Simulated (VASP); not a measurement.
# Lu2Ge3 (Amm2) in VASP: single point with PBE

Aim: the single point of Lu2Ge3 with PBE.

Program: VASP 6.6.1. These are calculated values, not measurements. Logs are shortened: lines on timing, memory, paths and dates and some standing lists are left out, and cuts for length are marked.

## 1. The cell of the first run

Symmetry: Amm2, No. 38, orthorhombic system. The conventional cell has a = 6.849 Å, b = 4.327 Å, c = 7.542 Å, α = 90.00°, β = 90.00°, γ = 90.00°. Within 3.9 Å of Lu (site symmetry m) lie 9 Ge at 2.95 to 3.13 Å and 2 Lu at 3.14 to 3.71 Å. Ge (site symmetry mm2) has 5 Ge at 2.50 to 3.42 Å and 6 Lu at 3.11 to 3.13 Å within 3.5 Å. Ge (site symmetry mm2) has 6 Lu at 2.95 to 2.96 Å and 2 Ge at 3.42 Å within 3.9 Å. Within 3.3 Å of Ge (site symmetry mm2) lie 3 Ge at 2.50 to 2.51 Å and 6 Lu at 3.11 to 3.13 Å.

## 2. Single point, PBE

File INCAR:

```
SYSTEM = Lu2Ge3
PREC = Accurate
ENCUT = 520
EDIFF = 1E-6
ISMEAR = -1
SIGMA = 0.05
LREAL = .FALSE.
LASPH = .TRUE.
NELM = 80
ALGO = Normal
ISIF = 2
LWAVE = .FALSE.
LCHARG = .TRUE.
GGA = PE
LELF = .TRUE.
LVHAR = .TRUE.
NBANDS = 54
```

File KPOINTS:

```
Automatic mesh
0
G
  4 7 7
  0 0 0
```

File POSCAR:

```
Lu2Ge3
1.0
    6.8488280000      0.0000000000      0.0000000000
    0.0000000000      2.1634980004      3.7710640006
    0.0000000000     -2.1634980004      3.7710640006
Lu Ge
2 3
Direct
    0.2707740000      0.0000440000      0.0000440000
    0.7292260000      0.0000440000      0.0000440000
    0.0000000000      0.3336090000      0.3336090000
    0.5000000000      0.3331770000      0.3331770000
    0.0000000000      0.6665080000      0.6665080000
```

Potentials or basis: VASP PAW PBE potentials, release 64 (Lu, Ge_d).

Command:

```console
> cat potpaw_PBE.64/Lu/POTCAR potpaw_PBE.64/Ge_d/POTCAR > POTCAR
> mpirun -np 1 vasp_std > vasp.out
```

OUTCAR:

```text
SYSTEM = Lu2Ge3
   PREC = Accurate
   ENCUT = 520
   EDIFF = 1E-6
   ISMEAR = -1
   LREAL = .FALSE.
   LASPH = .TRUE.
   NELM = 80
   ISIF = 2
   GGA = PE

 ion  position               nearest neighbor table
   1  0.271  0.000  0.000-   4 2.95   4 2.95   4 2.96   3 3.11   3 3.11   5 3.11   5 3.11   5 3.13
                             3 3.13   2 3.14   2 3.71
   2  0.729  0.000  0.000-   4 2.95   4 2.95   4 2.96   3 3.11   3 3.11   5 3.11   5 3.11   5 3.13
                             3 3.13   1 3.14   1 3.71
   3  0.000  0.334  0.334-   5 2.50   5 2.50   5 2.51   2 3.11   1 3.11   2 3.11   1 3.11   2 3.13
                             1 3.13
   4  0.500  0.333  0.333-   1 2.95   2 2.95   1 2.95   2 2.95   1 2.96   2 2.96
   5  0.000  0.667  0.667-   3 2.50   3 2.50   3 2.51   1 3.11   2 3.11   1 3.11   2 3.11   2 3.13
                             1 3.13

  LATTYP: Found a base centered orthorhombic cell.
 ALAT       =     4.3269960008
 B/A-ratio  =     1.7430402061
 C/A-ratio  =     1.5828135729

  Lattice vectors:

 A1 = (   0.0000000000,   2.1634980004,  -3.7710640006)
 A2 = (   0.0000000000,   2.1634980004,   3.7710640006)
 A3 = (   6.8488280000,   0.0000000000,   0.0000000000)

Analysis of symmetry for initial positions (statically):
=====================================================================
 Subroutine PRICEL returns:
 Original cell was already a primitive cell.

 Routine SETGRP: Setting up the symmetry group for a
 base centered orthorhombic supercell.

 Subroutine GETGRP returns: Found  4 space group operations
 (whereof  4 operations were pure point group operations)
 out of a pool of  8 trial point group operations.

The static configuration has the point symmetry C_2v.

Analysis of symmetry for dynamics (positions and initial velocities):
=====================================================================
 Subroutine PRICEL returns:
 Original cell was already a primitive cell.

 Routine SETGRP: Setting up the symmetry group for a
 base centered orthorhombic supercell.

 Subroutine GETGRP returns: Found  4 space group operations
 (whereof  4 operations were pure point group operations)
 out of a pool of  8 trial point group operations.

The dynamic configuration has the point symmetry C_2v.

 Subroutine INISYM returns: Found  4 space group operations
 (whereof  4 operations are pure point group operations),
 and found     1 'primitive' translations

----------------------------------------------------------------------------------------

                                     Primitive cell

  volume of cell :     111.7549

  direct lattice vectors                    reciprocal lattice vectors
     6.848828000  0.000000000  0.000000000     0.146010383  0.000000000  0.000000000
     0.000000000  2.163498000  3.771064001     0.000000000  0.231107216  0.132588574
     0.000000000 -2.163498000  3.771064001     0.000000000 -0.231107216  0.132588574

  length of vectors
     6.848828000  4.347602477  4.347602477     0.146010383  0.266440003  0.266440003

  position of ions in fractional coordinates (direct lattice)
     0.270774000  0.000044000  0.000044000
     0.729226000  0.000044000  0.000044000
     0.000000000  0.333609000  0.333609000
     0.500000000  0.333177000  0.333177000
     0.000000000  0.666508000  0.666508000

  ion indices of the primitive-cell ions
   primitive index   ion index
                 1           1
                 2           2
                 3           3
                 4           4
                 5           5

----------------------------------------------------------------------------------------

 KPOINTS: Automatic mesh

Automatic generation of k-mesh.
 Grid dimensions read from file:
 generate k-points for:    4    7    7

 Generating k-lattice:

  Cartesian coordinates                     Fractional coordinates (reciprocal lattice)
     0.036502596  0.000000000  0.000000000     0.250000000  0.000000000  0.000000000
     0.000000000  0.033015317  0.018941225     0.000000000  0.142857143  0.000000000
     0.000000000 -0.033015317  0.018941225     0.000000000  0.000000000  0.142857143

  Length of vectors
     0.036502596  0.038062858  0.038062858

  Shift w.r.t. Gamma in fractional coordinates (k-lattice)
     0.000000000  0.000000000  0.000000000

 Subroutine IBZKPT returns following result:
 ===========================================

 Found     48 irreducible k-points:

 Following reciprocal coordinates:
            Coordinates               Weight
  0.000000  0.000000  0.000000      1.000000
  0.250000  0.000000  0.000000      2.000000
  0.500000  0.000000  0.000000      1.000000
  0.000000  0.142857  0.000000      4.000000
  0.250000  0.142857  0.000000      8.000000
  0.500000  0.142857  0.000000      4.000000
[... 16 lines left out ...]
  0.250000 -0.428571  0.142857      8.000000
  0.500000 -0.428571  0.142857      4.000000
 [... further k-points ...]
   k-points           NKPTS =     48   k-points in BZ     NKDIM =     48   number of bands    NBANDS=     54
   number of dos      NEDOS =    301   number of ions     NIONS =      5
   total plane-waves  NPLWV =  55296
   dimension x,y,z NGX =    54 NGY =   32 NGZ =   32
   dimension x,y,z NGXF=   108 NGYF=   64 NGZF=   64
   ions per type =               2   3
   NGX,Y,Z   is equivalent  to a cutoff of  13.11, 12.24, 12.24 a.u.
   NGXF,Y,Z  is equivalent  to a cutoff of  26.22, 24.47, 24.47 a.u.
 SYSTEM =  Lu2Ge3
   PREC   = accura    normal or accurate (medium, high low for compatibility)
   ISTART =      0    job   : 0-new  1-cont  2-samecut
   ICHARG =      2    charge: 1-file 2-atom 10-const
   ISPIN  =      1    spin polarized calculation?
   LNONCOLLINEAR =      F non collinear calculations
   LSORBIT =      F    spin-orbit coupling
   LASPH  =      T    aspherical Exc in radial PAW
   ENCUT  =  520.0 eV  38.22 Ry    6.18 a.u.  12.73  8.08  8.08*2*pi/ulx,y,z
   NELM   =     80;   NELMIN=  2; NELMDL= -5     # of ELM steps
   EDIFF  = 0.1E-05   stopping-criterion for ELM
   LREAL  =      F    real-space projection
   EDIFFG = 0.1E-04   stopping-criterion for IOM
   NSW    =      0    number of steps for IOM
   IBRION =     -1    ionic relax: 0-MD 1-quasi-New 2-CG
   NFREE  =      0    steps in history (QN), initial steepest desc. (CG)
   ISIF   =      2    stress and relaxation
   ISYM   =      2    0-nonsym 1-usesym 2-fastsym
   POTIM  = 0.5000    time-step for ionic-motion
   TEBEG  =    0.0;   TEEND  =   0.0 temperature during run
   PSTRESS=    0.0 pullay stress
   NELECT =      92.0000    total number of electrons
   NUPDOWN=      -1.0000    fix difference up-down
   EMIN   =  10.00;   EMAX   =-10.00  energy-range for DOS
   EFERMI =   0.00;   METHOD = LEGACY
   ISMEAR =    -1;   SIGMA  =   0.05  broadening in eV -4-tet -1-fermi 0-gaus
   EFERMI_NEDOS =   21; number of points for ismear=-14 and -15
   IALGO  =     38    algorithm
   IMIX   =      4    mixing-type and parameters
     AMIX     =   0.40;   BMIX     =  1.00
     AMIX_MAG =   1.60;   BMIX_MAG =  1.00
  volume/ion in A,a.u.               =      22.35       150.83
  Fermi-wavevector in a.u.,A,eV,Ry     =   1.534317  2.899440 32.029883  2.354130
  Thomas-Fermi vector in A             =   2.641262
   LORBIT       =      0    0 simple, 1 ext, 2 COOP (PROOUT), +10 PAW based schemes
   GGA     = PE    functional components
   LHFCALC =     F    Hartree Fock is set to
   AEXX    =    0.0000 exact exchange contribution
   IVDW    =     0    specifies the selected vdW correction
   LEPSILON=     F    determine dielectric tensor
   LRPA    =     F    only Hartree local field effects (RPA)
 non-spin polarized calculation
  energy-cutoff  :      520.00
  volume of cell :      111.75
 maximum number of plane-waves:      3039
 NGX is ok and might be reduce to    54
   NGX = 25   NGY = 17   NGZ = 17

 number of electron      91.9999988 magnetization

 Free energy of the ion-electron system (eV)
  ---------------------------------------------------
  ext. energy  EPLUGINS =         0.00000000
  ---------------------------------------------------
  free energy    TOTEN  =       -24.59348987 eV

  energy without entropy =      -24.58456277  energy(sigma->0) =      -24.58902632

 E-fermi :   4.2931     XC(G=0): -10.9738

 val. band max:        4.2847174363   @ k =   0.0000   0.0000   0.0000
 cond. band min:       4.3150746768   @ k =   0.5000  -0.4286   0.4286
 fundamental gap:      0.0303572405
 Fermi energy:         4.2930946648

 k-point     1 :       0.0000    0.0000    0.0000
  band No.  band energies     occupation
      1     -51.8951      2.00000
      2     -51.8764      2.00000
      3     -22.7465      2.00000
      4     -22.5874      2.00000
      5     -22.5839      2.00000
      6     -22.5430      2.00000
[... 46 lines left out ...]
     53       7.8629      0.00000
     54       8.0661      0.00000

 k-point     2 :       0.2500    0.0000    0.0000
  band No.  band energies     occupation
      1     -51.8942      2.00000
      2     -51.8773      2.00000
      3     -22.7136      2.00000
      4     -22.5838      2.00000
      5     -22.5803      2.00000
      6     -22.5467      2.00000
[... 46 lines left out ...]
     53       7.4626      0.00000
     54       7.5511      0.00000

 k-point     3 :       0.5000    0.0000    0.0000
  band No.  band energies     occupation
      1     -51.8932      2.00000
      2     -51.8783      2.00000
      3     -22.6714      2.00000
      4     -22.5793      2.00000
      5     -22.5758      2.00000
      6     -22.5513      2.00000
[... 46 lines left out ...]
     53       7.4456      0.00000
     54       8.0925      0.00000
[... 1084 lines left out ...]
 k-point    23 :       0.2500   -0.4286    0.1429
  band No.  band energies     occupation
      1     -51.8935      2.00000
      2     -51.8766      2.00000
      3     -22.7063      2.00000
      4     -22.6184      2.00000
      5     -22.5962      2.00000
      6     -22.5772      2.00000
[... 46 lines left out ...]
     53       8.3743      0.00000
     54       8.7142      0.00000

 k-point    24 :       0.5000   -0.4286    0.1429
  band No.  band energies     occupation
      1     -51.8925      2.00000
      2     -51.8776      2.00000
      3     -22.6673      2.00000
      4     -22.6125      2.00000
      5     -22.5929      2.00000
      6     -22.5831      2.00000
[... 46 lines left out ...]
     53       7.9984      0.00000
     54       8.6499      0.00000

 [... further k-points ...]

------------------------ aborting loop because EDIFF is reached ----------------------------------------

  FORCE on cell =-STRESS in cart. coord.  units (eV):
  Direction    XX          YY          ZZ          XY          YZ          ZX
  --------------------------------------------------------------------------------------
  -------------------------------------------------------------------------------------
  Total        0.1179736      1.2050092      1.0159817      0.0000000      0.0000000      0.0000000
  in kB        1.6913314     17.2756453     14.5656486      0.0000000      0.0000000      0.0000000
  external PRESSURE =      11.1775417 kB  Pullay stress =       0.0000000 kB

 VOLUME and BASIS-vectors are now :
 -----------------------------------------------------------------------------
  energy-cutoff  :      520.00
  volume of cell :      111.75
      direct lattice vectors                 reciprocal lattice vectors
     6.848828000  0.000000000  0.000000000     0.146010383  0.000000000  0.000000000
     0.000000000  2.163498000  3.771064001     0.000000000  0.231107216  0.132588574
     0.000000000 -2.163498000  3.771064001     0.000000000 -0.231107216  0.132588574

 POSITION                                       TOTAL-FORCE (eV/Angst)
 -----------------------------------------------------------------------------------
      1.85448      0.00000      0.00033        -0.191713      0.000000      0.008564
      4.99434      0.00000      0.00033         0.191713      0.000000      0.008564
      0.00000      0.00000      2.51612         0.000000      0.000000      0.021596
      3.42441      0.00000      2.51286         0.000000      0.000000     -0.015158
      0.00000      0.00000      5.02689         0.000000      0.000000     -0.023566
 -----------------------------------------------------------------------------------
    total drift:                                0.000000      0.000000     -0.000224

  FREE ENERGIE OF THE ION-ELECTRON SYSTEM (eV)
  ---------------------------------------------------
  free  energy   TOTEN  =       -24.5934898747 eV

  energy  without entropy=      -24.5845627661  energy(sigma->0) =      -24.58902632
```

It took 2 min on 1 thread of Intel Xeon 6975P-C (Granite Rapids), shared host; peak memory 0.39 GiB.

What came out:

* Free energy: -24.5935 eV
* Pressure: 1.1 GPa
* Largest force: 0.192 eV/Å
* Band gap on the k mesh: zero (bands 46 and 47 overlap by 1.36 eV)

Forces in eV/Å, atoms in the order of the input:
```
Lu  -0.192  0.000  0.009
Lu   0.192  0.000  0.009
Ge   0.000  0.000  0.022
Ge   0.000  0.000 -0.015
Ge   0.000  0.000 -0.024
```

Stress tensor (GPa, compression positive):
```
0.17 0.00 0.00
0.00 1.73 0.00
0.00 0.00 1.46
```

Levels at points of the mesh, in eV from the Fermi level:
| k point | band 43 | band 44 | band 45 | band 46 | band 47 | band 48 | band 49 | band 50 |
| --- | --- | --- | --- | --- | --- | --- | --- | --- |
| (0.00, 0.00, 0.00) | -2.71 | -0.50 | -0.49 | -0.01 | 0.80 | 0.83 | 1.40 | 1.80 |
| (0.50, 0.00, 0.00) | -2.56 | -1.86 | -0.51 | -0.47 | 0.15 | 0.17 | 1.68 | 1.96 |

Caveat: spin-orbit coupling is left out, which moves the levels of the heavy elements.

The gap in the log of VASP goes by the Fermi energy; the results here count the filled bands.